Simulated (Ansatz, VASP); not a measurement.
## Two plane-wave programs on ZrB2

Contents of INCAR:

```
PREC     = Accurate       # precision mode
ENCUT    = 520            # plane-wave cutoff, eV
EDIFF    = 1E-6           # SCF threshold, eV
ISMEAR   = 0              # smearing method
SIGMA    = 0.15           # smearing width, eV
LREAL    = F              # projectors in reciprocal space
LASPH    = T              # aspherical terms in the spheres
NELM     = 80             # most SCF steps
ALGO     = Normal         # electronic algorithm
ISIF     = 2              # what is computed and relaxed
LWAVE    = F              # write WAVECAR
LCHARG   = F              # write CHGCAR
GGA      = PS             # functional
NBANDS   = 16             # bands
```

KPOINTS

```
Automatic mesh
0
Gamma
  18 18 12
```

File POSCAR:

```
ZrB2
1.0
    3.0463488259      0.0000000000      0.0000000000
   -1.5231744130      2.6382154720      0.0000000000
    0.0000000000      0.0000000000      4.0620015245
Zr B
1 2
Direct
    0.0000000000      0.0000000000      0.0000000000
    0.3333333333      0.6666666667      0.5000000000
    0.6666666667      0.3333333333      0.5000000000
```

Input for Ansatz:

```yaml
crystal:
  lattice:
    - [3.0463488259, 0.0, 0.0]
    - [-1.523174413, 2.638215472, 0.0]
    - [0.0, 0.0, 4.0620015245]
  atoms:
    - { symbol: Zr, position: [0.0, 0.0, 0.0] }
    - { symbol: B, position: [0.3333333333, 0.6666666667, 0.5] }
    - { symbol: B, position: [0.6666666667, 0.3333333333, 0.5] }
basis:
  ecutwfc: 520.0
kpoints:
  mp_grid: { grid: [18, 18, 12] }
hamiltonian:
  xc: pbesol
scf:
  occupations: { method: gaussian, width: 0.15 }
output:
  forces: true
  stress: true
  eigenvalues: true
```

Alike in both runs: task single point; functional PBEsol; k mesh 18 × 18 × 12; occupations gaussian, width 0.15 eV; no spin polarisation.

|  | VASP | Ansatz |
| --- | --- | --- |
| version | VASP 6.6.1 | Ansatz 0.2.0 |
| potentials or method | VASP PAW PBE potentials, release 64 (Zr_sv, B), cutoff 520 eV | scalar-relativistic, plane waves, PAW |
| valence electrons in the cell | 18 | 18 |

Ansatz gave:

```
gap on the k mesh at the Fermi level (eV)                     : none
pressure (GPa)                                                : -10.4
traceless stress, the component that is largest in VASP (GPa) : -33.34
```

Task: Estimate VASP's values.

Result: gap on the k mesh at the Fermi level (eV): none; pressure (GPa): -10.2; traceless stress, the component that is largest in VASP (GPa): -33.41.

VASP's potentials were made for PBE, not for PBEsol. A gap of «none» marks a metal or a gap that the smearing closes. With one functional, cell and mesh, what is left measures potentials, basis and numerics.
